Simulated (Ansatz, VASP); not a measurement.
# Two plane-wave programs on Zn

```
Zn
1.0
     0.00000    1.89313   -1.89313
    -3.82929    0.00000    0.00000
     1.91464    1.97658    3.86971
Zn
3
Direct
  0.00000 0.00000 0.00000
  0.66667 0.66667 0.33333
  0.33333 0.33333 0.66667
```

Alike in both runs: functional PBEsol; k mesh 18 × 18 × 18; occupations gaussian, width 0.1 eV; no spin polarisation.

Ansatz relaxed the structure, and its values are those at the end. VASP's run is a single point on that final structure, the one shown.

|  | VASP | Ansatz |
| --- | --- | --- |
| version | VASP 6.6.1 | Ansatz 0.2.0 |
| potentials or method | VASP PAW PBE potentials, release 64 (Zn), cutoff 520 eV | scalar-relativistic, plane waves, PAW |
| valence electrons in the cell | 36 | 36 |

```csv
,VASP,Ansatz,Ansatz less VASP
gap on the k mesh at the Fermi level (eV),none,none,-
pressure (GPa),0.2,0.1,-0.15
```

VASP's potentials were made for PBE, not for PBEsol. A gap of «none» marks a metal or a gap that the smearing closes.
